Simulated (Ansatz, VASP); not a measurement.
**Two plane-wave programs on ZnS**

The input INCAR:

```
PREC     = Accurate       # precision mode
ENCUT    = 520            # plane-wave cutoff, eV
EDIFF    = 1E-6           # SCF threshold, eV
ISMEAR   = -1             # smearing method
SIGMA    = 0.02           # smearing width, eV
LREAL    = F              # projectors in reciprocal space
LASPH    = T              # aspherical terms in the spheres
NELM     = 60             # most SCF steps
ALGO     = Normal         # electronic algorithm
ISIF     = 2              # what is computed and relaxed
LWAVE    = F              # write WAVECAR
LCHARG   = F              # write CHGCAR
GGA      = PE             # functional
NBANDS   = 16             # bands
```

KPOINTS

```
Automatic mesh
0
Gamma
  8 8 8
```

File POSCAR:

```
ZnS
1.0
    0.0000000000      2.6940858343      2.6940858343
    2.5601897684      0.0000000000      2.6940858343
    2.5601897684      2.6940858343      0.0000000000
Zn S
1 1
Direct
    0.0000000000      0.0000000000      0.0000000000
    0.2500000000      0.2500000000      0.2500000000
```

Input for Ansatz:

```yaml
crystal:
  lattice:
    - [0.0, 2.6940858343, 2.6940858343]
    - [2.5601897684, 0.0, 2.6940858343]
    - [2.5601897684, 2.6940858343, 0.0]
  atoms:
    - { symbol: Zn, position: [0.0, 0.0, 0.0] }
    - { symbol: S, position: [0.25, 0.25, 0.25] }
kpoints:
  mp_grid: { grid: [8, 8, 8] }
  band_path:
    path:
      - [0.0, 0.0, 0.0]
      - [-0.5, -0.5, 0.0]
      - [-0.375, -0.375, 0.25]
      - [-0.375, 0.0, 0.375]
      - [0.0, 0.0, 0.5]
      - [-0.5, -0.25, 0.25]
    npoints: 1
hamiltonian:
  xc: pbe
scf:
  occupations: { method: fermi_dirac, width: 0.02 }
  n_extra_bands: 4
output:
  forces: true
  stress: true
  eigenvalues: true
```

Change from the starting cell: uniaxial_x strain -5.0%.

Alike in both runs: task single point; functional PBE; k mesh 8 × 8 × 8; occupations fermi-dirac, width 0.02 eV; no spin polarisation.

|  | VASP | Ansatz |
| --- | --- | --- |
| version | VASP 6.6.1 | Ansatz 0.2.0 |
| potentials or method | VASP PAW PBE potentials, release 64 (Zn, S) | plane waves, PAW |
| plane-wave cutoff (eV) | 520 | 420 |
| valence electrons in the cell | 18 | 18 |

Ansatz gave:

- gap on the k mesh at the Fermi level (eV): 2.25
- pressure (GPa): 6.7
- traceless stress, the component that is largest in VASP (GPa): 1.14

**Question.** Which values does VASP return?

**Answer.** gap on the k mesh at the Fermi level (eV): 2.26; pressure (GPa): 6.9; traceless stress, the component that is largest in VASP (GPa): 1.13.

With one functional, cell and mesh, what is left measures potentials, basis and numerics.
